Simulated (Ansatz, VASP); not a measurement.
## HfB: VASP beside Ansatz

File INCAR:

```
ALGO = Normal ; EDIFF = 1E-7
ENCUT = 520 ; GGA = PS
ISIF = 2 ; ISMEAR = 0
LASPH = T ; LCHARG = T
LELF = T ; LREAL = F
LVHAR = T ; LWAVE = F
NBANDS = 14 ; NELM = 60
PREC = Accurate ; SIGMA = 0.15
```

The input KPOINTS:

```
k-points
0
Gamma
  16 16 16
```

File POSCAR:

```
HfB
1.0
    0.0000000000      2.3936993068      2.3936993068
    2.4494725006      0.0000000000      2.3936993068
    2.4494725006      2.3936993068      0.0000000000
Hf B
1 1
Direct
    0.5000000000      0.5000000000      0.5000000000
    0.0000000000      0.0000000000      0.0000000000
```

Input for Ansatz:

```yaml
crystal:
  lattice:
    - [0.0, 2.3936993068, 2.3936993068]
    - [2.4494725006, 0.0, 2.3936993068]
    - [2.4494725006, 2.3936993068, 0.0]
  atoms:
    - { symbol: Hf, position: [0.5, 0.5, 0.5] }
    - { symbol: B, position: [0.0, 0.0, 0.0] }
basis:
  ecutwfc: 520.0
kpoints:
  mp_grid: { grid: [16, 16, 16] }
hamiltonian:
  xc: pbesol
  pseudopotentials: { kind: paw }
scf:
  occupations: { method: gaussian, width: 0.15 }
output:
  forces: true
  stress: true
  eigenvalues: true
```

Change from the starting cell: mode 4 frozen in at +0.000 Å, normal strain along x +0.0233.

Alike in both runs: task single point; functional PBEsol; k mesh 16 × 16 × 16; occupations gaussian, width 0.15 eV; no spin polarisation.

|  | VASP | Ansatz |
| --- | --- | --- |
| version | VASP 6.6.1 | Ansatz 0.2.0 |
| potentials or method | VASP PAW PBE potentials, release 64 (Hf_pv, B), cutoff 520 eV | scalar-relativistic, plane waves, PAW |
| valence electrons in the cell | 13 | 29 |

```tsv
	VASP	Ansatz	Ansatz less VASP
gap on the k mesh at the Fermi level (eV)	none	none	-
pressure (GPa)	-3.5	-3.8	-0.27
traceless stress, the component that is largest in VASP (GPa)	-5.11	-5.04	+0.073
```

VASP's potentials were made for PBE, not for PBEsol. A gap of «none» marks a metal or a gap that the smearing closes. VASP's potentials hold 13 valence electrons a cell and Ansatz's 29, so a difference there can come from the potentials and not from the codes.

Spin-orbit coupling is off throughout.
